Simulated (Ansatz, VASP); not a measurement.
# MgS: VASP beside Ansatz

```xyz
2
Lattice="0.0000 2.6148 2.6148 2.6148 0.0000 2.6148 2.6148 2.6148 0.0000" Properties=species:S:1:pos:R:3 pbc="T T T"
Mg    0.0000    0.0000    0.0000
S     2.6148    2.6148    2.6148
```

Alike in both runs: task single point; functional PBE; k mesh 8 × 8 × 8; occupations gaussian, width 0.02 eV; no spin polarisation.

|  | VASP | Ansatz |
| --- | --- | --- |
| version | VASP 6.6.1 | Ansatz 0.2.0 |
| potentials or method | VASP PAW PBE potentials, release 64 (Mg, S), cutoff 600 eV | scalar-relativistic, plane waves, PAW |
| valence electrons in the cell | 8 | 16 |

|  | VASP | Ansatz | Ansatz less VASP |
| --- | --- | --- | --- |
| gap on the k mesh at the Fermi level (eV) | 2.74 | 2.76 | +0.014 |
| least direct gap on the mesh (eV) | 3.59 | 3.60 | +0.011 |
| pressure (GPa) | -0.3 | 0.0 | +0.27 |

The functional is the same, so the differences come from potentials, cutoffs and numerics. VASP's potentials hold 8 valence electrons a cell and Ansatz's 16, so a difference there can come from the potentials and not from the codes.
